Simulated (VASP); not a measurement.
A run of VASP 6.6.1:

Contents of INCAR:

```
PREC = Accurate
ENCUT = 520
EDIFF = 1E-7
ISMEAR = -1
SIGMA = 0.05
LREAL = F
LASPH = T
NELM = 80
ALGO = Normal
ISIF = 2
LWAVE = F
LCHARG = F
GGA = RP
IVDW = 13
NBANDS = 56
```

The input KPOINTS:

```
regular mesh
0
Gamma
  5 6 5
```

File POSCAR:

```
HfO2
1.0
    5.1129138024      0.0000000000      0.0000000000
    0.0000000000      4.9025969881      0.0000000000
    0.0000000000      0.0000000000      4.9299483645
Hf O
4 8
Direct
    0.9669940000      0.7325208200      0.7414403500
    0.5330060000      0.7325208200      0.2414403500
    0.4669940000      0.2674791800      0.7414403500
    0.0330060000      0.2674791800      0.2414403500
    0.6321274500      0.9286454000      0.8792672600
    0.8678725500      0.9286454000      0.3792672600
    0.2339485200      0.5398830500      0.4922923900
    0.2660514800      0.5398830500      0.9922923900
    0.7660514800      0.4601169500      0.9922923900
    0.7339485200      0.4601169500      0.4922923900
    0.1321274500      0.0713546000      0.8792672600
    0.3678725500      0.0713546000      0.3792672600
```

Potentials or basis: VASP PAW PBE potentials, release 64 (Hf_pv, O).

Command:

```sh
$ cat potpaw_PBE.64/Hf_pv/POTCAR potpaw_PBE.64/O/POTCAR > POTCAR
$ mpirun -np 1 vasp_std > vasp.out
```

Hardware: 1 thread of AMD EPYC 9R45 96-Core Processor (Zen 5) (shared host).

**Question.** Estimate the wall time of this run.

**Answer.** Run time: 2.8 min on 1 thread of AMD EPYC 9R45 96-Core Processor (Zen 5) (shared host), peak memory 0.31 GiB. Counts: scf iterations 17, k points 36.
